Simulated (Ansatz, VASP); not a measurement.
One calculation of ZrH6, two programs

```xyz
7
Lattice="1.9716 -2.4913 0.0000 1.9716 2.4913 0.0000 0.0000 0.0000 9.5416" Properties=species:S:1:pos:R:3 pbc="T T T"
Zr    1.9716    0.0000    1.0127
H     2.9698    0.4417    2.6667
H     0.9734   -0.4417    2.6667
H     2.9698   -0.4417    2.6667
H     0.9734    0.4417    2.6667
H     0.3752    0.0000    5.7184
H     3.5680    0.0000    5.7184
```

Alike in both runs: functional PBE; k mesh 12 × 12 × 4; occupations gaussian, width 0.1 eV; no spin polarisation.

Ansatz relaxed the structure, and its values are those at the end. VASP's run is a single point on that final structure, the one shown.

```csv
,VASP,Ansatz
version,VASP 6.6.1,Ansatz 0.2.0
potentials or method,"VASP PAW PBE potentials, release 64 (Zr_sv, H), cutoff 520 eV","scalar-relativistic, plane waves, PAW"
valence electrons in the cell,18,18
```

VASP gave:

- gap on the k mesh at the Fermi level (eV): none
- pressure (GPa): -0.1
- rms of the force components (eV/Å): 0.005

Problem. Estimate Ansatz's values.

Solution. gap on the k mesh at the Fermi level (eV): none; pressure (GPa): 0.0; rms of the force components (eV/Å): 0.001.

A gap of «none» marks a metal or a gap that the smearing closes. With one functional, cell and mesh, what is left measures potentials, basis and numerics.
